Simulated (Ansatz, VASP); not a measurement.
# One calculation of ZnS, two programs

The input INCAR:

```
SYSTEM = ZnS
ALGO     = Normal         ! electronic algorithm
EDIFF    = 1E-6           ! SCF threshold, eV
ENCUT    = 520            ! plane-wave cutoff, eV
GGA      = PE             ! functional
ISIF     = 2              ! what is computed and relaxed
ISMEAR   = 0              ! smearing method
LASPH    = .True.         ! aspherical terms in the spheres
LCHARG   = .True.         ! write CHGCAR
LELF     = .True.         ! ELF
LREAL    = .False.        ! projectors in reciprocal space
LVHAR    = .True.       
LWAVE    = .False.        ! write WAVECAR
NBANDS   = 46             ! bands
NELM     = 80             ! most SCF steps
PREC     = Accurate       ! precision mode
SIGMA    = 0.05           ! smearing width, eV
```

The input KPOINTS:

```
k-points
0
Gamma
  8 8 3
  0 0 0
```

File POSCAR:

```
ZnS
1.0
   -3.8109987816      0.0000000000      0.0000000000
   -1.9054993908     -3.3004217586      0.0000000000
   -2.8582490862     -1.6502108793     12.4680000000
Zn S
4 4
Direct
    0.0064583333      0.0064583333      0.6537500000
    0.2564583333      0.2564583333      0.1537500000
    0.2147916667      0.2147916667      0.9037500000
    0.4647916667      0.4647916667      0.4037500000
   -0.0897916667     -0.0897916667      0.8462500000
    0.1602083333      0.1602083333      0.3462500000
    0.6185416667      0.6185416667      0.0962500000
    0.3685416667      0.3685416667      0.5962500000
```

Input for Ansatz:

```yaml
crystal:
  lattice:
    - [-3.8109987816, 0.0, 0.0]
    - [-1.9054993908, -3.3004217586, 0.0]
    - [-2.8582490862, -1.6502108793, 12.468]
  atoms:
    - { symbol: Zn, position: [0.0064583333, 0.0064583333, 0.65375] }
    - { symbol: Zn, position: [0.2564583333, 0.2564583333, 0.15375] }
    - { symbol: Zn, position: [0.2147916667, 0.2147916667, 0.90375] }
    - { symbol: Zn, position: [0.4647916667, 0.4647916667, 0.40375] }
    - { symbol: S, position: [-0.0897916667, -0.0897916667, 0.84625] }
    - { symbol: S, position: [0.1602083333, 0.1602083333, 0.34625] }
    - { symbol: S, position: [0.6185416667, 0.6185416667, 0.09625] }
    - { symbol: S, position: [0.3685416667, 0.3685416667, 0.59625] }
basis:
  ecutwfc: 420
kpoints:
  mp_grid: { grid: [8, 8, 3] }
hamiltonian:
  xc: pbe
scf:
  occupations: { method: gaussian, width: 0.05 }
output:
  forces: true
  stress: true
  eigenvalues: true
```

Alike in both runs: task single point; functional PBE; k mesh 8 × 8 × 3; occupations gaussian, width 0.05 eV; no spin polarisation.

|  | VASP | Ansatz |
| --- | --- | --- |
| version | VASP 6.6.1 | Ansatz 0.2.0 |
| potentials or method | VASP PAW PBE potentials, release 64 (Zn, S), cutoff 520 eV | scalar-relativistic, plane waves, PAW |
| valence electrons in the cell | 72 | 72 |

Ansatz gave:

- gap on the k mesh at the Fermi level (eV): 1.54
- least direct gap on the mesh (eV): 1.54
- pressure (GPa): 2.0
- traceless stress, the component that is largest in VASP (GPa): 0.82
- rms of the force components (eV/Å): 0.174

**Question.** Which values does VASP return?

**Answer.** gap on the k mesh at the Fermi level (eV): 1.55; least direct gap on the mesh (eV): 1.55; pressure (GPa): 2.1; traceless stress, the component that is largest in VASP (GPa): 0.82; rms of the force components (eV/Å): 0.176.

Atom by atom the forces differ by 0.004 eV/Å (rms over components).
